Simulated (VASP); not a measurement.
Write the native input for VASP 6.6.1 that does the following.

```
Task                   : single point
Functional             : PBE
Potentials or basis    : VASP PAW PBE potentials, release 64 (Be, Tl_d)
Cutoff                 : 520 eV
k mesh                 : 10 × 10 × 10
Occupations            : gaussian, width 0.1 eV
Spin                   : no spin polarisation
Dipole correction      : no
Further INCAR settings : ALGO = Fast; EDIFF = 1e-06; NBANDS = 22
```

The structure of Be6Tl lies in POSCAR:

```
Be6Tl
1.0
    5.4596195878     -2.0809234702      0.0036566197
    5.4596195878      2.0809234702      0.0036566197
   -0.8896765403      0.0000000000      3.5490760327
Be Tl
6 1
Direct
    0.4042803052      0.4042803052      0.3474077767
    0.6163122754      0.6163122754      0.3802994348
    0.8051222413      0.8051222413      0.4703713037
    0.2183681713      0.2183681713      0.4271173559
    0.4846448400      0.9773134786      0.9369587177
    0.9773134786      0.4846448400      0.9369587177
    0.9936346778      0.9936346778      0.0008792120
```

One way to write it, as run:

INCAR

```
SYSTEM = Be6Tl
ALGO = Fast
EDIFF = 1E-6
ENCUT = 520
GGA = PE
ISIF = 2
ISMEAR = 0
LASPH = .TRUE.
LCHARG = .FALSE.
LREAL = .FALSE.
LWAVE = .FALSE.
NBANDS = 22
NELM = 100
PREC = Accurate
SIGMA = 0.1
```

KPOINTS

```
k-points
0
G
  10 10 10
  0 0 0
```

Potentials or basis: VASP PAW PBE potentials, release 64 (Be, Tl_d).

Launch:

```bash
$ cat potpaw_PBE.64/Be/POTCAR potpaw_PBE.64/Tl_d/POTCAR > POTCAR
$ mpirun -np 1 vasp_std > vasp.out
```

It gave:

```json
{"Pressure": "0.1 GPa", "Largest force": "0.013 eV/Å"}
```

Wall time 13 min on 1 thread of Oxide Virtual Turin-like Processor, on a shared host, peak memory 0.53 GiB.
